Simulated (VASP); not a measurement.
A run of VASP 6.6.1:

File INCAR:

```
ALGO = Normal
EDIFF = 1E-7
ENCUT = 520
GGA = PE
ISIF = 2
ISMEAR = 0
LASPH = T
LCHARG = F
LREAL = F
LWAVE = F
NBANDS = 13
NELM = 100
PREC = Accurate
SIGMA = 0.1
```

File KPOINTS:

```
k-points
0
Gamma
  18 18 18
```

POSCAR

```
Be3Si
1.0
   -1.6539726285      1.6539726285      3.5249712068
    1.6539726285     -1.6539726285      3.5249712068
    1.6539726285      1.6539726285     -3.5249712068
Be Si
3 1
Direct
    0.7500000000      0.2500000000      0.5000000000
    0.2500000000      0.7500000000      0.5000000000
    0.5000000000      0.5000000000      0.0000000000
    0.0000000000      0.0000000000      0.0000000000
```

Potentials or basis: VASP PAW PBE potentials, release 64 (Be, Si).

The run is started by

```sh
$ cat potpaw_PBE.64/Be/POTCAR potpaw_PBE.64/Si/POTCAR > POTCAR
$ mpirun -np 1 vasp_std > vasp.out
```

Hardware: 1 thread of Intel(R) Xeon(R) Platinum 8488C (Sapphire Rapids), with other jobs on the host.

Question: How long does it take, and how much memory?

Answer: It took 2.2 min on 1 thread of Intel(R) Xeon(R) Platinum 8488C (Sapphire Rapids), with other jobs on the host, peak memory 0.33 GiB. Counts: scf iterations 13, k points 480.
